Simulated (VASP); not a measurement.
The system is Hg.

```
Hg
1.0
     3.35221    0.00000    0.00000
    -1.67611    2.90310    0.00000
     0.00000    0.00000    5.28617
Hg
2
Direct
  0.66667 0.33333 0.75000
  0.33333 0.66667 0.25000
```

- Program: VASP 6.6.1
- Task: relaxation of cell and atoms
- Functional: PBE
- Dispersion: D3(BJ)
- Potentials or basis: VASP PAW PBE potentials, release 64 (Hg_sv_GW)
- Cutoff: 500 eV
- k mesh: 15 × 15 × 8
- Occupations: gaussian, width 0.1 eV
- Spin: no spin polarisation

At the start: pressure -1.2 GPa; volume 25.72 Å³/atom.

Q: How do energy, volume and symmetry change on relaxing?

A: Over 6 steps the energy falls by 4.1 meV/atom and the volume is 24.64 Å³/atom (-4.2 %); space group P6_3/mmc (No. 194, to 0.1 Å) before and after.

The path:
```csv
step,energy change (eV),largest force (eV/Å),pressure (GPa),volume (Å³)
1,0.0000,0.0000,-1.23,51.44
2,-0.0073,0.0000,-0.38,49.99
3,-0.0081,0.0000,-0.01,49.33
4,-0.0081,0.0000,0.01,49.28
5,-0.0081,0.0000,0.01,49.28
6,-0.0081,0.0000,0.01,49.28
```

Final structure:
```
CELL_PARAMETERS angstrom
3.30853 0.00000 0.00000
-1.65427 2.86527 0.00000
0.00000 0.00000 5.19822
ATOMIC_POSITIONS crystal
Hg 0.66667 0.33333 0.75000
Hg 0.33333 0.66667 0.25000
```
